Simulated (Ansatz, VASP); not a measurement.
# Sb in VASP and in Ansatz

File INCAR:

```
SYSTEM = Sb
ALGO = Normal
EDIFF = 1E-6
ENCUT = 520
GGA = PE
GGA_COMPAT = .False.
ISIF = 2
ISMEAR = -1
LASPH = .True.
LCHARG = .True.
LORBIT = 11
LORBMOM = .True.
LREAL = .False.
LSORBIT = .True.
LVHAR = .True.
LWAVE = .False.
MAGMOM = 0 0 0 0 0 0
NBANDS = 22
NELM = 150
PREC = Accurate
SIGMA = 0.05
```

Contents of KPOINTS:

```
k-points
0
Gamma
  9 9 9
  0 0 0
```

File POSCAR:

```
Sb
1.0
    2.1506003320      1.2416496806      3.7440000000
   -2.1506003320      1.2416496806      3.7440000000
    0.0000000000     -2.4832993611      3.7440000000
Sb
2
Direct
    0.2336400000      0.2336400000      0.2336400000
    0.7663600000      0.7663600000      0.7663600000
```

Input for Ansatz:

```yaml
crystal:
  lattice:
    - [2.150600332, 1.2416496806, 3.744]
    - [-2.150600332, 1.2416496806, 3.744]
    - [0.0, -2.4832993611, 3.744]
  atoms:
    - { symbol: Sb, position: [0.23364, 0.23364, 0.23364] }
    - { symbol: Sb, position: [0.76636, 0.76636, 0.76636] }
kpoints:
  mp_grid: { grid: [9, 9, 9] }
  band_path:
    path:
      - [0.0, 0.0, 0.0]
      - [0.5, 0.5, 0.5]
      - [0.7600111779, 0.2399888221, 0.5]
      - [0.5, -0.2399888221, 0.2399888221]
      - [0.5, 0.0, 0.0]
      - [0.0, 0.0, 0.0]
      - [0.369994411, -0.369994411, 0.0]
      - [0.630005589, 0.0, 0.369994411]
      - [0.5, 0.0, 0.5]
    npoints: 5
scf:
  occupations: { method: fermi_dirac, width: 0.05 }
hamiltonian:
  xc: pbe
  pseudopotentials: { kind: all_electron, lapw: { basis_error: 0.0005 } }
output:
  forces: true
  stress: true
  eigenvalues: true
magnetization:
  noncollinear: true
  spin_orbit: true
```

Alike in both runs: task single point; functional PBE; k mesh 9 × 9 × 9; occupations fermi-dirac, width 0.05 eV; non-collinear spin, spin-orbit coupling.

|  | VASP | Ansatz |
| --- | --- | --- |
| version | VASP 6.6.1 | Ansatz 0.2.0 |
| potentials or method | VASP PAW PBE potentials, release 64 (Sb), cutoff 520 eV | all-electron LAPW |

|  | VASP | Ansatz | Ansatz less VASP |
| --- | --- | --- | --- |
| pressure (GPa) | 3.3 | 3.2 | -0.10 |
| traceless stress, the component that is largest in VASP (GPa) | -0.38 | -0.34 | +0.042 |
| rms of the force components (eV/Å) | 0.142 | 0.113 | -0.0291 |
| net moment per atom (μB) | 0.00 | 0.00 | 0.000 |

Atom by atom the forces differ by 0.029 eV/Å (rms over components). Ansatz ran all-electron here, and VASP with PAW potentials.
